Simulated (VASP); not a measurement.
LiCl:

```
CELL_PARAMETERS angstrom
3.64180 0.00000 0.00000
-1.82090 3.15389 0.00000
0.00000 0.00000 11.89406
ATOMIC_POSITIONS crystal
Li 0.00000 0.00000 0.00000
Li 0.33333 0.66667 0.25000
Li 0.00000 0.00000 0.50000
Li 0.66667 0.33333 0.75000
Cl 0.66667 0.33333 0.12500
Cl 0.66667 0.33333 0.37500
Cl 0.33333 0.66667 0.62500
Cl 0.33333 0.66667 0.87500
```

```yaml
Program: VASP 6.6.1
Task: relaxation of cell and atoms
Functional: PBE
Potentials_or_basis: VASP PAW PBE potentials, release 64 (Li_sv, Cl)
Cutoff: 600 eV
k_mesh: 9 × 9 × 3
Occupations: gaussian, width 0.02 eV
Spin: no spin polarisation
```

At the start: pressure 1.5 GPa; volume 17.08 Å³/atom.

Problem. Where does the relaxation end?

Solution. Over 7 steps the energy falls by 26.7 meV/atom and the volume is 17.51 Å³/atom (+2.5 %); space group P6_3/mmc (No. 194, to 0.05 Å).

The path:
| step | energy change (eV) | largest force (eV/Å) | pressure (GPa) | volume (Å³) |
| --- | --- | --- | --- | --- |
| 1 | 0.0000 | 0.7422 | 1.50 | 136.61 |
| 2 | -0.1752 | 0.2838 | 0.30 | 139.75 |
| 3 | -0.2106 | 0.0095 | -0.42 | 142.28 |
| 4 | -0.2108 | 0.0247 | -0.38 | 142.12 |
| 5 | -0.2107 | 0.0352 | -0.35 | 142.01 |
| 6 | -0.2126 | 0.0220 | -0.16 | 141.07 |
| 7 | -0.2132 | 0.0078 | 0.04 | 140.08 |

Final structure:
```cif
data_structure
_symmetry_space_group_name_H-M 'P 1'
_symmetry_Int_Tables_number 1
_cell_length_a 3.5995
_cell_length_b 3.5995
_cell_length_c 12.4845
_cell_angle_alpha 90.000
_cell_angle_beta 90.000
_cell_angle_gamma 120.000
_cell_volume 140.08
loop_
_atom_site_label
_atom_site_type_symbol
_atom_site_fract_x
_atom_site_fract_y
_atom_site_fract_z
_atom_site_occupancy
Li1 Li 0.00000 0.00000 0.00000 1
Li2 Li 0.33333 0.66667 0.25000 1
Li3 Li 0.00000 0.00000 0.50000 1
Li4 Li 0.66667 0.33333 0.75000 1
Cl1 Cl 0.66667 0.33333 0.11955 1
Cl2 Cl 0.66667 0.33333 0.38045 1
Cl3 Cl 0.33333 0.66667 0.61955 1
Cl4 Cl 0.33333 0.66667 0.88045 1
```

Caveat: the cutoff is under 1.25 times the usual one of these potentials, so pressure, stress and relaxed cells hold a basis-set (Pulay) error.
